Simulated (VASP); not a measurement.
# Al in VASP: single point with PBEsol

Aim: the single point of Al with PBEsol.

All numbers are computed with VASP 6.6.1; they aren't measurements. Logs are shortened: lines on timing, memory, paths and dates and some standing lists are left out, and cuts for length are marked.

## (1) The cell of the first run

The cell holds a slab with vacuum, 28 atoms: a = 8.591 Å, b = 8.591 Å, c = 15.677 Å, α = 90.00°, β = 90.00°, γ = 60.00°.

## (2) Single point, PBEsol

INCAR reads:

```
SYSTEM = Al
ALGO = Normal ; EDIFF = 1E-6
ENCUT = 520 ; GGA = PS
ISIF = 2 ; ISMEAR = 0
LASPH = .True. ; LCHARG = .False.
LREAL = Auto ; LWAVE = .False.
NBANDS = 62 ; NELM = 80
PREC = Accurate ; SIGMA = 0.05
```

KPOINTS reads:

```
k-points
0
Gamma
  2 2 1
  0 0 0
```

POSCAR reads:

```
Al
1.0
    8.5913470000      0.0000000000      0.0000000000
    4.2956740000      7.4403250000      0.0000000000
    0.0000000000      0.0000000000     15.6765370000
Al
28
Direct
    0.1111110703      0.1111111410      0.0637895984
    0.4444443648      0.1111111410      0.0637895984
    0.7777777758      0.1111111410      0.0637895984
    0.1111110539      0.4444444295      0.0637895984
    0.4444443484      0.4444444295      0.0637895984
    0.7777777594      0.4444444295      0.0637895984
    0.1111110867      0.7777778524      0.0637895984
    0.4444443812      0.7777778524      0.0637895984
    0.7777777922      0.7777778524      0.0637895984
   -0.1124261568      0.2248697470      0.2142660716
    0.2237528212      0.2232168622      0.2131168382
    0.5530292457      0.2232098732      0.2131077163
   -0.1112047944      0.5575674450      0.2151523643
    0.2192517203      0.5614968432      0.2143830618
    0.5536449030      0.5575701330      0.2151349498
   -0.1124311844      0.8936742683      0.2169896323
    0.2187513270      0.8936770907      0.2170031557
    0.5567101117      0.8865752504      0.2130912586
   -0.0087091887      0.0174621404      0.3728629607
    0.3454003073     -0.0109891705      0.3675048896
    0.6656184798     -0.0109569138      0.3675061654
    0.0225546018      0.3353861558      0.3596300637
    0.3334006888      0.3332261696      0.3653235405
    0.6420748840      0.3354022842      0.3595849007
    0.0008352196      0.6751660714      0.3673820947
    0.3240355573      0.6751473894      0.3673782035
    0.6776111623      0.6447957582      0.3756875642
    0.8449976214      0.3098734262      0.4893425123
```

Potentials or basis: VASP PAW PBE potentials, release 64 (Al).

Command:

```
$ cat potpaw_PBE.64/Al/POTCAR > POTCAR
$ mpirun -np 1 vasp_std > vasp.out
```

OUTCAR:

```text
SYSTEM = Al
   EDIFF = 1E-6
   ENCUT = 520
   GGA = PS
   ISIF = 2
   ISMEAR = 0
   LASPH = .True.
   LREAL = Auto
   NELM = 80
   PREC = Accurate

 ion  position               nearest neighbor table
   1  0.111  0.111  0.064-   2 2.86   3 2.86   4 2.86   6 2.86   8 2.86   7 2.86  11 2.88  10 2.89
                            17 2.90
   2  0.444  0.111  0.064-  12 2.86  11 2.86   1 2.86   5 2.86   4 2.86   8 2.86   9 2.86   3 2.86
                            18 2.88
   3  0.778  0.111  0.064-   1 2.86   6 2.86   7 2.86   9 2.86   5 2.86   2 2.86  12 2.88  10 2.89
                            16 2.90
   4  0.111  0.444  0.064-  11 2.86   6 2.86   5 2.86   1 2.86   2 2.86   9 2.86   7 2.86  13 2.89
                            14 2.90
   5  0.444  0.444  0.064-  12 2.86   4 2.86   2 2.86   7 2.86   3 2.86   6 2.86   8 2.86  15 2.89
                            14 2.90
   6  0.778  0.444  0.064-   4 2.86   3 2.86   1 2.86   8 2.86   5 2.86   9 2.86  10 2.87  15 2.90
                            13 2.90
   7  0.111  0.778  0.064-  14 2.86   9 2.86   8 2.86   3 2.86   1 2.86   5 2.86   4 2.86  16 2.92
                            17 2.92
   8  0.444  0.778  0.064-  18 2.86   7 2.86   1 2.86   2 2.86   6 2.86   9 2.86   5 2.86  15 2.88
                            17 2.93
   9  0.778  0.778  0.064-  18 2.86   7 2.86   3 2.86   4 2.86   2 2.86   8 2.86   6 2.86  13 2.88
[... 22 lines left out ...]
                            11 2.98
  21  0.666  0.989  0.368-  20 2.75  25 2.79  24 2.88  16 2.88  18 2.89  23 2.91  27 2.91  19 2.93
                            12 2.98
  22  0.023  0.335  0.360-  28 2.62  23 2.66  11 2.74  13 2.81  25 2.83  27 2.83  19 2.88  20 2.88
                            10 2.92  24 3.27
  23  0.333  0.333  0.365-  24 2.66  22 2.66  12 2.89  11 2.89  26 2.90  25 2.90  21 2.91  20 2.91
                            14 2.91
  24  0.642  0.335  0.360-  28 2.62  23 2.66  12 2.74  15 2.81  26 2.83  27 2.83  21 2.88  19 2.88
                            10 2.92  22 3.27
  25  0.001  0.675  0.367-  26 2.78  21 2.79  22 2.83  16 2.86  14 2.90  23 2.90  19 2.90  27 2.92
                            13 2.94
  26  0.324  0.675  0.367-  25 2.78  20 2.79  24 2.83  17 2.86  14 2.90  23 2.90  19 2.90  27 2.92
                            15 2.94
  27  0.678  0.645  0.376-  24 2.83  22 2.83  20 2.91  21 2.91  26 2.92  25 2.92  13 2.97  15 2.97
                            28 3.06  18 3.12
  28  0.845  0.310  0.489-  24 2.62  22 2.62  19 2.84  27 3.06

  LATTYP: Found a hexagonal cell.
 ALAT       =     8.5913474624
 C/A-ratio  =     1.8246889756

  Lattice vectors:

 A1 = (  -4.2956740000,  -7.4403250000,   0.0000000000)
 A2 = (   8.5913470000,   0.0000000000,   0.0000000000)
 A3 = (   0.0000000000,   0.0000000000,  15.6765370000)

Analysis of symmetry for initial positions (statically):
=====================================================================
 Subroutine PRICEL returns:
 Original cell was already a primitive cell.

 Routine SETGRP: Setting up the symmetry group for a
 hexagonal supercell.

 Subroutine GETGRP returns: Found  1 space group operations
 (whereof  1 operations were pure point group operations)
 out of a pool of 24 trial point group operations.

The static configuration has the point symmetry C_1 .

Analysis of symmetry for dynamics (positions and initial velocities):
=====================================================================
 Subroutine PRICEL returns:
 Original cell was already a primitive cell.

 Routine SETGRP: Setting up the symmetry group for a
 hexagonal supercell.

 Subroutine GETGRP returns: Found  1 space group operations
 (whereof  1 operations were pure point group operations)
 out of a pool of 24 trial point group operations.

The dynamic configuration has the point symmetry C_1 .

 Subroutine INISYM returns: Found  1 space group operations
 (whereof  1 operations are pure point group operations),
 and found     1 'primitive' translations

----------------------------------------------------------------------------------------

                                     Primitive cell

  volume of cell :    1002.0821

  direct lattice vectors                    reciprocal lattice vectors
     8.591347000  0.000000000  0.000000000     0.116396183 -0.067201373  0.000000000
     4.295674000  7.440325000  0.000000000     0.000000000  0.134402731  0.000000000
     0.000000000  0.000000000 15.676537000     0.000000000  0.000000000  0.063789598

  length of vectors
     8.591347000  8.591347462 15.676537000     0.134402738  0.134402731  0.063789598

  position of ions in fractional coordinates (direct lattice)
     0.111111070  0.111111141  0.063789598
     0.444444365  0.111111141  0.063789598
     0.777777776  0.111111141  0.063789598
     0.111111054  0.444444430  0.063789598
     0.444444348  0.444444430  0.063789598
     0.777777759  0.444444430  0.063789598
[... 20 lines left out ...]
     0.677611162  0.644795758  0.375687564
     0.844997621  0.309873426  0.489342512

  ion indices of the primitive-cell ions
   primitive index   ion index
                 1           1
                 2           2
                 3           3
                 4           4
                 5           5
                 6           6
[... 20 lines left out ...]
                27          27
                28          28

----------------------------------------------------------------------------------------

 KPOINTS: k-points

Automatic generation of k-mesh.
 Grid dimensions read from file:
 generate k-points for:    2    2    1

 Generating k-lattice:

  Cartesian coordinates                     Fractional coordinates (reciprocal lattice)
     0.058198092 -0.033600687  0.000000000     0.500000000 -0.000000000  0.000000000
     0.000000000  0.067201366  0.000000000     0.000000000  0.500000000  0.000000000
     0.000000000  0.000000000  0.063789598     0.000000000  0.000000000  1.000000000

  Length of vectors
     0.067201369  0.067201366  0.063789598

  Shift w.r.t. Gamma in fractional coordinates (k-lattice)
     0.000000000  0.000000000  0.000000000

 Subroutine IBZKPT returns following result:
 ===========================================

 Found      4 irreducible k-points:

 Following reciprocal coordinates:
            Coordinates               Weight
  0.000000  0.000000  0.000000      1.000000
  0.500000  0.000000  0.000000      1.000000
  0.500000  0.500000  0.000000      1.000000
  0.000000  0.500000  0.000000      1.000000
   k-points           NKPTS =      4   k-points in BZ     NKDIM =      4   number of bands    NBANDS=     62
   number of dos      NEDOS =    301   number of ions     NIONS =     28
   total plane-waves  NPLWV = 491520
   dimension x,y,z NGX =    64 NGY =   64 NGZ =  120
   dimension x,y,z NGXF=   128 NGYF=  128 NGZF=  240
   ions per type =              28
   NGX,Y,Z   is equivalent  to a cutoff of  12.38, 12.38, 12.73 a.u.
   NGXF,Y,Z  is equivalent  to a cutoff of  24.77, 24.77, 25.45 a.u.
 SYSTEM =  Al
   PREC   = accura    normal or accurate (medium, high low for compatibility)
   ISTART =      0    job   : 0-new  1-cont  2-samecut
   ICHARG =      2    charge: 1-file 2-atom 10-const
   ISPIN  =      1    spin polarized calculation?
   LNONCOLLINEAR =      F non collinear calculations
   LSORBIT =      F    spin-orbit coupling
   LASPH  =      T    aspherical Exc in radial PAW
   ENCUT  =  520.0 eV  38.22 Ry    6.18 a.u.  15.97 15.97 29.15*2*pi/ulx,y,z
   NELM   =     80;   NELMIN=  2; NELMDL= -5     # of ELM steps
   EDIFF  = 0.1E-05   stopping-criterion for ELM
   LREAL  =      T    real-space projection
   EDIFFG = 0.1E-04   stopping-criterion for IOM
   NSW    =      0    number of steps for IOM
   IBRION =     -1    ionic relax: 0-MD 1-quasi-New 2-CG
   NFREE  =      0    steps in history (QN), initial steepest desc. (CG)
   ISIF   =      2    stress and relaxation
   ISYM   =      2    0-nonsym 1-usesym 2-fastsym
   POTIM  = 0.5000    time-step for ionic-motion
   TEBEG  =    0.0;   TEEND  =   0.0 temperature during run
   PSTRESS=    0.0 pullay stress
   NELECT =      84.0000    total number of electrons
   NUPDOWN=      -1.0000    fix difference up-down
   EMIN   =  10.00;   EMAX   =-10.00  energy-range for DOS
   EFERMI =   0.00;   METHOD = LEGACY
   ISMEAR =     0;   SIGMA  =   0.05  broadening in eV -4-tet -1-fermi 0-gaus
   EFERMI_NEDOS =   21; number of points for ismear=-14 and -15
   IALGO  =     38    algorithm
   IMIX   =      4    mixing-type and parameters
     AMIX     =   0.40;   BMIX     =  1.00
     AMIX_MAG =   1.60;   BMIX_MAG =  1.00
  volume/ion in A,a.u.               =      35.79       241.51
  Fermi-wavevector in a.u.,A,eV,Ry     =   0.716474  1.353939  6.984338  0.513334
  Thomas-Fermi vector in A             =   1.804903
   LORBIT       =      0    0 simple, 1 ext, 2 COOP (PROOUT), +10 PAW based schemes
   GGA     = PS    functional components
   LHFCALC =     F    Hartree Fock is set to
   AEXX    =    0.0000 exact exchange contribution
   IVDW    =     0    specifies the selected vdW correction
   LEPSILON=     F    determine dielectric tensor
   LRPA    =     F    only Hartree local field effects (RPA)
 non-spin polarized calculation
 Gauss-broadening in eV      SIGMA  =   0.05
  energy-cutoff  :      520.00
  volume of cell :     1002.08
 maximum number of plane-waves:     26988
 NGX is ok and might be reduce to    64
   NGX = 31   NGY = 31   NGZ = 59

 number of electron      84.0000000 magnetization

 Free energy of the ion-electron system (eV)
  ---------------------------------------------------
  ext. energy  EPLUGINS =         0.00000000
  ---------------------------------------------------
  free energy    TOTEN  =      -106.72968406 eV

  energy without entropy =     -106.70406954  energy(sigma->0) =     -106.71687680

 E-fermi :   1.2485     XC(G=0):  -5.9447

 val. band max:        1.2164390886   @ k =   0.5000   0.5000   0.0000
 cond. band min:       1.2583330029   @ k =   0.0000   0.5000   0.0000
 fundamental gap:      0.0418939142
 Fermi energy:         1.2485103752

 k-point     1 :       0.0000    0.0000    0.0000
  band No.  band energies     occupation
      1      -8.9377      2.00000
      2      -7.2940      2.00000
      3      -6.3711      2.00000
      4      -6.3220      2.00000
      5      -6.3144      2.00000
      6      -6.2958      2.00000
[... 46 lines left out ...]
     53       2.9865      0.00000
     54       3.0219      0.00000

 k-point     2 :       0.5000    0.0000    0.0000
  band No.  band energies     occupation
      1      -8.2883      2.00000
      2      -8.2591      2.00000
      3      -6.9728      2.00000
      4      -6.9407      2.00000
      5      -6.6605      2.00000
      6      -6.5997      2.00000
[... 46 lines left out ...]
     53       3.2212      0.00000
     54       3.2755      0.00000

 k-point     3 :       0.5000    0.5000    0.0000
  band No.  band energies     occupation
      1      -8.2883      2.00000
      2      -8.2591      2.00000
      3      -6.9728      2.00000
      4      -6.9408      2.00000
      5      -6.6606      2.00000
      6      -6.5996      2.00000
[... 46 lines left out ...]
     53       3.2211      0.00000
     54       3.2754      0.00000

 k-point     4 :       0.0000    0.5000    0.0000
  band No.  band energies     occupation
      1      -8.3134      2.00000
      2      -8.2320      2.00000
      3      -6.9706      2.00000
      4      -6.9405      2.00000
      5      -6.7081      2.00000
      6      -6.5475      2.00000
[... 46 lines left out ...]
     53       3.1585      0.00000
     54       3.1952      0.00000
 [bands above 54 left out]

------------------------ aborting loop because EDIFF is reached ----------------------------------------

  FORCE on cell =-STRESS in cart. coord.  units (eV):
  Direction    XX          YY          ZZ          XY          YZ          ZX
  --------------------------------------------------------------------------------------
  -------------------------------------------------------------------------------------
  Total      -19.3035359    -12.8943491      0.0615015      0.0014585      0.0025376      0.0007134
  in kB      -30.8634273    -20.6161093      0.0983315      0.0023319      0.0040572      0.0011407
  external PRESSURE =     -17.1270684 kB  Pullay stress =       0.0000000 kB

 VOLUME and BASIS-vectors are now :
 -----------------------------------------------------------------------------
  energy-cutoff  :      520.00
  volume of cell :     1002.08
      direct lattice vectors                 reciprocal lattice vectors
     8.591347000  0.000000000  0.000000000     0.116396183 -0.067201373  0.000000000
     4.295674000  7.440325000  0.000000000     0.000000000  0.134402731  0.000000000
     0.000000000  0.000000000 15.676537000     0.000000000  0.000000000  0.063789598

 POSITION                                       TOTAL-FORCE (eV/Angst)
 -----------------------------------------------------------------------------------
      1.43189      0.82670      1.00000        -0.065594     -0.030414     -0.015072
      4.29567      0.82670      1.00000        -0.000068      0.017102     -0.083388
      7.15946      0.82670      1.00000         0.065771     -0.030389     -0.015329
      2.86378      3.30681      1.00000        -0.018800      0.048913     -0.035281
      5.72756      3.30681      1.00000         0.018830      0.048951     -0.035569
      8.59135      3.30681      1.00000         0.000154     -0.062560      0.033497
[... 20 lines left out ...]
      8.59143      4.79749      5.88948         0.000067     -0.002003     -0.006064
      8.59078      2.30556      7.67120         0.000327     -0.001825      0.000590
 -----------------------------------------------------------------------------------
    total drift:                               -0.001045     -0.005442      0.013073

  FREE ENERGIE OF THE ION-ELECTRON SYSTEM (eV)
  ---------------------------------------------------
  free  energy   TOTEN  =      -106.7296840575 eV

  energy  without entropy=     -106.7040695407  energy(sigma->0) =     -106.71687680
```

Wall time 9.6 min (1 thread of AMD EPYC 7R13, shared host); peak memory 0.88 GiB.

What came out:

```
Free energy            : -106.7297 eV
Largest force          : 0.085 eV/Å
Band gap on the k mesh : zero (bands 42 and 43 overlap by 0.13 eV)
```

Forces in eV/Å, atoms in the order of the input:
```
Al  -0.066 -0.030 -0.015
Al   0.000  0.017 -0.083
Al   0.066 -0.030 -0.015
Al  -0.019  0.049 -0.035
Al   0.019  0.049 -0.036
Al   0.000 -0.063  0.033
Al   0.000  0.043  0.006
Al   0.062 -0.014  0.041
Al  -0.062 -0.014  0.041
Al   0.000 -0.005  0.012
Al   0.000 -0.003  0.005
Al   0.000 -0.003  0.005
Al  -0.001 -0.001  0.007
Al   0.000  0.003  0.010
Al   0.001 -0.001  0.007
Al   0.000  0.001  0.008
Al   0.000  0.001  0.007
Al   0.000 -0.001  0.013
Al   0.000 -0.006  0.005
Al  -0.001 -0.001 -0.002
Al   0.000 -0.002 -0.002
Al   0.007  0.001  0.001
Al   0.000 -0.001  0.001
Al  -0.007  0.002  0.002
Al   0.003  0.005 -0.005
Al  -0.003  0.006 -0.005
Al   0.000 -0.002 -0.006
Al   0.000 -0.002  0.001
```

Caveat: the k points lie up to 0.42 Å⁻¹ apart; the PAW data sets were made with another functional, which shifts forces and pressure a little.
